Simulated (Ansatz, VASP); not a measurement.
## Two plane-wave programs on Li4SO

```xyz
6
Lattice="1.8433 1.0642 5.8190 -1.8433 1.0642 5.8190 0.0000 -2.1284 5.8190" Properties=species:S:1:pos:R:3 pbc="T T T"
Li    0.0000    0.0000   10.6742
Li    0.0000    0.0000    2.3827
Li    0.0000    0.0000   15.0743
Li    0.0000    0.0000    6.7829
S     0.0000    0.0000    0.0000
O     0.0000    0.0000    8.7285
```

Alike in both runs: functional PBEsol; k mesh 9 × 9 × 9; occupations gaussian, width 0.02 eV; no spin polarisation.

Ansatz relaxed the structure, and its values are those at the end. VASP's run is a single point on that final structure, the one shown.

|  | VASP | Ansatz |
| --- | --- | --- |
| version | VASP 6.6.1 | Ansatz 0.2.0 |
| potentials or method | VASP PAW PBE potentials, release 64 (Li_sv, S, O), cutoff 520 eV | scalar-relativistic, plane waves, PAW |
| valence electrons in the cell | 24 | 24 |

|  | VASP | Ansatz | Ansatz less VASP |
| --- | --- | --- | --- |
| gap on the k mesh at the Fermi level (eV) | 2.96 | 2.96 | +0.002 |
| least direct gap on the mesh (eV) | 3.21 | 3.20 | -0.016 |
| rms of the force components (eV/Å) | 0.004 | 0.000 | -0.0036 |

VASP's potentials were made for PBE, not for PBEsol. The functional is the same, so the differences come from potentials, cutoffs and numerics.

Noted on VASP's run: the cutoff is under 1.25 times that of the potentials, so the pressure is a little rough.
